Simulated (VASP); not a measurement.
# AlCo (Amm2) in VASP: further runs, part 2 of 2

VASP 6.6.1.

## Step 4: Single point, PBEsol (all Al atoms moved -0.050 Å, as atom 1 along Cartesian [1 -1 0])

Input file INCAR:

```
PREC     = Accurate       # precision mode
ENCUT    = 520            # plane-wave cutoff, eV
EDIFF    = 1E-6           # SCF threshold, eV
ISMEAR   = 0              # smearing method
SIGMA    = 0.15           # smearing width, eV
LREAL    = F              # projectors in reciprocal space
LASPH    = T              # aspherical terms in the spheres
NELM     = 100            # most SCF steps
ALGO     = Fast           # electronic algorithm
ISIF     = 2              # what is computed and relaxed
LWAVE    = F              # write WAVECAR
LCHARG   = T              # write CHGCAR
GGA      = PS             # functional
LELF     = T              # ELF
LVHAR    = T            
NBANDS   = 13             # bands
```

Input file KPOINTS:

```
Automatic mesh
0
Gamma
  22 22 22
```

Input file POSCAR:

```
AlCo
1.0
    2.8225855357      0.0000000000      0.0000000000
    0.0000000000      2.8225855357      0.0000000000
    0.0000000000      0.0000000000      2.8225855357
Al Co
1 1
Direct
   -0.0125258698      0.0125258698      0.0000000000
    0.5000000000      0.5000000000      0.5000000000
```

Potentials or basis: VASP PAW PBE potentials, release 64 (Al, Co).

On the command line:

```console
$ cat potpaw_PBE.64/Al/POTCAR potpaw_PBE.64/Co/POTCAR > POTCAR
$ mpirun -np 1 vasp_std > vasp.out
```

OUTCAR:

```text
PREC = Accurate
   ENCUT = 520
   EDIFF = 1E-6
   ISMEAR = 0
   LREAL = F
   LASPH = T
   NELM = 100
   ISIF = 2
   GGA = PS

 ion  position               nearest neighbor table
   1  0.987  0.013  0.000-   2 2.40   2 2.40   2 2.44   2 2.44   2 2.44   2 2.44   2 2.49   2 2.49

   2  0.500  0.500  0.500-   1 2.40   1 2.40   1 2.44   1 2.44   1 2.44   1 2.44   1 2.49   1 2.49

  LATTYP: Found a simple cubic cell.
 ALAT       =     2.8225855357

  Lattice vectors:

 A1 = (   2.8225855357,   0.0000000000,   0.0000000000)
 A2 = (   0.0000000000,   2.8225855357,   0.0000000000)
 A3 = (   0.0000000000,   0.0000000000,   2.8225855357)

Analysis of symmetry for initial positions (statically):
=====================================================================
 Subroutine PRICEL returns:
 Original cell was already a primitive cell.

 Routine SETGRP: Setting up the symmetry group for a
 simple cubic supercell.

 Subroutine GETGRP returns: Found  4 space group operations
 (whereof  4 operations were pure point group operations)
 out of a pool of 48 trial point group operations.

The static configuration has the point symmetry C_2v.

Analysis of symmetry for dynamics (positions and initial velocities):
=====================================================================
 Subroutine PRICEL returns:
 Original cell was already a primitive cell.

 Routine SETGRP: Setting up the symmetry group for a
 simple cubic supercell.

 Subroutine GETGRP returns: Found  4 space group operations
 (whereof  4 operations were pure point group operations)
 out of a pool of 48 trial point group operations.

The dynamic configuration has the point symmetry C_2v.

 Subroutine INISYM returns: Found  4 space group operations
 (whereof  4 operations are pure point group operations),
 and found     1 'primitive' translations

----------------------------------------------------------------------------------------

                                     Primitive cell

  volume of cell :      22.4875

  direct lattice vectors                    reciprocal lattice vectors
     2.822585536  0.000000000  0.000000000     0.354285100  0.000000000  0.000000000
     0.000000000  2.822585536  0.000000000     0.000000000  0.354285100  0.000000000
     0.000000000  0.000000000  2.822585536     0.000000000  0.000000000  0.354285100

  length of vectors
     2.822585536  2.822585536  2.822585536     0.354285100  0.354285100  0.354285100

  position of ions in fractional coordinates (direct lattice)
     0.987474130  0.012525870  0.000000000
     0.500000000  0.500000000  0.500000000

  ion indices of the primitive-cell ions
   primitive index   ion index
                 1           1
                 2           2

----------------------------------------------------------------------------------------

 KPOINTS: Automatic mesh

Automatic generation of k-mesh.
 Grid dimensions read from file:
 generate k-points for:   22   22   22

 Generating k-lattice:

  Cartesian coordinates                     Fractional coordinates (reciprocal lattice)
     0.016103868  0.000000000  0.000000000     0.045454545  0.000000000  0.000000000
     0.000000000  0.016103868  0.000000000     0.000000000  0.045454545  0.000000000
     0.000000000  0.000000000  0.016103868     0.000000000  0.000000000  0.045454545

  Length of vectors
     0.016103868  0.016103868  0.016103868

  Shift w.r.t. Gamma in fractional coordinates (k-lattice)
     0.000000000  0.000000000  0.000000000

 Subroutine IBZKPT returns following result:
 ===========================================

 Found   1596 irreducible k-points:

 Following reciprocal coordinates:
            Coordinates               Weight
  0.000000  0.000000  0.000000      1.000000
  0.045455  0.000000  0.000000      4.000000
  0.000000  0.000000  0.045455      2.000000
  0.090909  0.000000  0.000000      4.000000
  0.000000  0.000000  0.090909      2.000000
  0.136364  0.000000  0.000000      4.000000
[... 16 lines left out ...]
  0.000000  0.000000  0.500000      1.000000
  0.045455  0.045455  0.000000      2.000000
 [... further k-points ...]
   k-points           NKPTS =   1596   k-points in BZ     NKDIM =   1596   number of bands    NBANDS=     13
   number of dos      NEDOS =    301   number of ions     NIONS =      2
   total plane-waves  NPLWV =  13824
   dimension x,y,z NGX =    24 NGY =   24 NGZ =   24
   dimension x,y,z NGXF=    48 NGYF=   48 NGZF=   48
   ions per type =               1   1
   NGX,Y,Z   is equivalent  to a cutoff of  14.14, 14.14, 14.14 a.u.
   NGXF,Y,Z  is equivalent  to a cutoff of  28.27, 28.27, 28.27 a.u.
 SYSTEM =  unknown system
   PREC   = accura    normal or accurate (medium, high low for compatibility)
   ISTART =      0    job   : 0-new  1-cont  2-samecut
   ICHARG =      2    charge: 1-file 2-atom 10-const
   ISPIN  =      1    spin polarized calculation?
   LNONCOLLINEAR =      F non collinear calculations
   LSORBIT =      F    spin-orbit coupling
   LASPH  =      T    aspherical Exc in radial PAW
   ENCUT  =  520.0 eV  38.22 Ry    6.18 a.u.   5.25  5.25  5.25*2*pi/ulx,y,z
   NELM   =    100;   NELMIN=  2; NELMDL= -5     # of ELM steps
   EDIFF  = 0.1E-05   stopping-criterion for ELM
   LREAL  =      F    real-space projection
   EDIFFG = 0.1E-04   stopping-criterion for IOM
   NSW    =      0    number of steps for IOM
   IBRION =     -1    ionic relax: 0-MD 1-quasi-New 2-CG
   NFREE  =      0    steps in history (QN), initial steepest desc. (CG)
   ISIF   =      2    stress and relaxation
   ISYM   =      2    0-nonsym 1-usesym 2-fastsym
   POTIM  = 0.5000    time-step for ionic-motion
   TEBEG  =    0.0;   TEEND  =   0.0 temperature during run
   PSTRESS=    0.0 pullay stress
   NELECT =      12.0000    total number of electrons
   NUPDOWN=      -1.0000    fix difference up-down
   EMIN   =  10.00;   EMAX   =-10.00  energy-range for DOS
   EFERMI =   0.00;   METHOD = LEGACY
   ISMEAR =     0;   SIGMA  =   0.15  broadening in eV -4-tet -1-fermi 0-gaus
   EFERMI_NEDOS =   21; number of points for ismear=-14 and -15
   IALGO  =     68    algorithm
   IMIX   =      4    mixing-type and parameters
     AMIX     =   0.40;   BMIX     =  1.00
     AMIX_MAG =   1.60;   BMIX_MAG =  1.00
  volume/ion in A,a.u.               =      11.24        75.88
  Fermi-wavevector in a.u.,A,eV,Ry     =   1.327868  2.509306 23.990236  1.763233
  Thomas-Fermi vector in A             =   2.457148
   LORBIT       =      0    0 simple, 1 ext, 2 COOP (PROOUT), +10 PAW based schemes
   GGA     = PS    functional components
   LHFCALC =     F    Hartree Fock is set to
   AEXX    =    0.0000 exact exchange contribution
   IVDW    =     0    specifies the selected vdW correction
   LEPSILON=     F    determine dielectric tensor
   LRPA    =     F    only Hartree local field effects (RPA)
 non-spin polarized calculation
 RMM-DIIS sequential band-by-band and
 Gauss-broadening in eV      SIGMA  =   0.15
  energy-cutoff  :      520.00
  volume of cell :       22.49
 maximum number of plane-waves:       624
 NGX is ok and might be reduce to    24
   NGX = 11   NGY = 11   NGZ = 11

 number of electron      11.9999996 magnetization

 Free energy of the ion-electron system (eV)
  ---------------------------------------------------
  ext. energy  EPLUGINS =         0.00000000
  ---------------------------------------------------
  free energy    TOTEN  =       -13.07592580 eV

  energy without entropy =      -13.06706431  energy(sigma->0) =      -13.07149506

 E-fermi :  10.8207     XC(G=0): -12.5262

 val. band max:       10.8092590455   @ k =   0.4545   0.4091   0.0909
 cond. band min:      10.8416461468   @ k =   0.3636   0.0909   0.5000
 fundamental gap:      0.0323871013
 Fermi energy:        10.8206986976

 k-point     1 :       0.0000    0.0000    0.0000
  band No.  band energies     occupation
      1      -0.4263      2.00000
      2       7.7186      2.00000
      3       7.7203      2.00000
      4       9.9810      2.00000
      5       9.9849      2.00000
      6       9.9856      2.00000
      7      16.9443      0.00000
      8      16.9494      0.00000
      9      16.9537      0.00000
     10      19.7160      0.00000
     11      19.7178      0.00000
     12      26.5213      0.00000
     13      32.7560      0.00000
[... 353 lines left out ...]
 k-point    24 :       0.0455    0.0455    0.0000
  band No.  band energies     occupation
      1      -0.3463      2.00000
      2       7.7226      2.00000
      3       7.7340      2.00000
      4       9.9393      2.00000
      5       9.9583      2.00000
      6       9.9682      2.00000
      7      16.4435      0.00000
      8      16.6809      0.00000
      9      17.0618      0.00000
     10      19.9211      0.00000
     11      20.3367      0.00000
     12      26.7678      0.00000
     13      31.6872      0.00000

 [... further k-points ...]
[... 5 lines left out ...]
  --------------------------------------------------------------------------------------
  -------------------------------------------------------------------------------------
  Total        0.0299233      0.0299233      0.0413809     -0.0326536      0.0000000      0.0000000
  in kB        2.1319554      2.1319554      2.9482860     -2.3264851      0.0000000      0.0000000
  external PRESSURE =       2.4040656 kB  Pullay stress =       0.0000000 kB

 VOLUME and BASIS-vectors are now :
 -----------------------------------------------------------------------------
  energy-cutoff  :      520.00
  volume of cell :       22.49
      direct lattice vectors                 reciprocal lattice vectors
     2.822585536  0.000000000  0.000000000     0.354285100  0.000000000  0.000000000
     0.000000000  2.822585536  0.000000000     0.000000000  0.354285100  0.000000000
     0.000000000  0.000000000  2.822585536     0.000000000  0.000000000  0.354285100

 POSITION                                       TOTAL-FORCE (eV/Angst)
 -----------------------------------------------------------------------------------
      2.78723      0.03536      0.00000         0.281096     -0.281096      0.000000
      1.41129      1.41129      1.41129        -0.281096      0.281096      0.000000
 -----------------------------------------------------------------------------------
    total drift:                               -0.000022      0.000022     -0.000000

  FREE ENERGIE OF THE ION-ELECTRON SYSTEM (eV)
  ---------------------------------------------------
  free  energy   TOTEN  =       -13.0759258038 eV

  energy  without entropy=      -13.0670643072  energy(sigma->0) =      -13.07149506
```

It took 19 min on 1 thread of AMD EPYC 7R13, shared host; peak memory 0.55 GiB.

Results:

| Item | Value |
| --- | --- |
| Free energy | -13.0759 eV |
| Pressure | 0.2 GPa |
| Largest force | 0.398 eV/Å |
| Band gap on the k mesh | zero (band 6 reaches 13.20 eV, above the bottom of band 7 at 10.57 eV) |

Forces on the atoms (eV/Å):
```
Al   0.281 -0.281  0.000
Co  -0.281  0.281  0.000
```

Caveat: the cell differs from its parent crystal (all Al atoms moved -0.050 Å, as atom 1 along Cartesian [1 -1 0]); the PAW data sets were made with another functional, which shifts forces and pressure a little. Spin polarisation is off, so any magnetic state and its effect on volume and gap are missing.

## Step 5: Single point, PBEsol (all Al atoms moved +0.025 Å, as atom 1 along Cartesian [1 -1 0])

Input file INCAR:

```
ALGO = Fast ; EDIFF = 1E-6
ENCUT = 520 ; GGA = PS
ISIF = 2 ; ISMEAR = 0
LASPH = True ; LCHARG = False
LREAL = False ; LWAVE = False
NBANDS = 13 ; NELM = 100
PREC = Accurate ; SIGMA = 0.15
```

Input file KPOINTS:

```
k-points
0
Gamma
  22 22 22
```

Changes to POSCAR since step 4:

```diff
@@ -8,3 +8,3 @@
 Direct
-   -0.0125258698      0.0125258698      0.0000000000
+    0.0062629349     -0.0062629349      0.0000000000
     0.5000000000      0.5000000000      0.5000000000
```

On the command line:

```console
$ cat potpaw_PBE.64/Al/POTCAR potpaw_PBE.64/Co/POTCAR > POTCAR
$ mpirun -np 1 vasp_std > vasp.out
```

Wall time 16 min (1 thread of AMD EPYC 7R13, shared host); peak memory 0.55 GiB.

The run converged. Its results:

| Item | Value |
| --- | --- |
| Free energy | -13.0834 eV |
| Pressure | -0.3 GPa |
| Largest force | 0.198 eV/Å |
| Band gap on the k mesh | zero (band 6 reaches 13.20 eV, above the bottom of band 7 at 10.57 eV) |

Forces in eV/Å, atoms in the order of the input:
```
Al  -0.140  0.140  0.000
Co   0.140 -0.140  0.000
```

Stress tensor (GPa, compression positive):
```
-0.32 -0.06  0.00
-0.06 -0.32  0.00
 0.00  0.00 -0.30
```

Levels at points of the mesh, in eV from the Fermi level:
```csv
k point,band 3,band 4,band 5,band 6,band 7,band 8,band 9,band 10
"(0.00, 0.00, 0.00)",-3.10,-0.84,-0.84,-0.84,6.12,6.13,6.13,8.89
"(0.50, 0.00, 0.00)",-2.49,-1.75,-1.75,-0.72,0.19,8.47,10.76,10.76
"(0.00, 0.00, 0.50)",-2.49,-1.75,-1.75,-0.72,0.19,8.47,10.76,10.76
"(0.50, 0.50, 0.00)",-2.71,-2.71,-1.54,-1.54,-0.25,2.50,3.69,13.11
"(0.00, 0.50, 0.50)",-2.71,-2.71,-1.54,-1.54,-0.25,2.50,3.69,13.11
"(0.50, 0.50, 0.50)",-4.05,-0.21,-0.21,2.38,2.38,2.38,4.42,5.54
```

Caveat: the cell differs from its parent crystal (all Al atoms moved +0.025 Å, as atom 1 along Cartesian [1 -1 0]); the PAW data sets were made with another functional, which shifts forces and pressure a little.
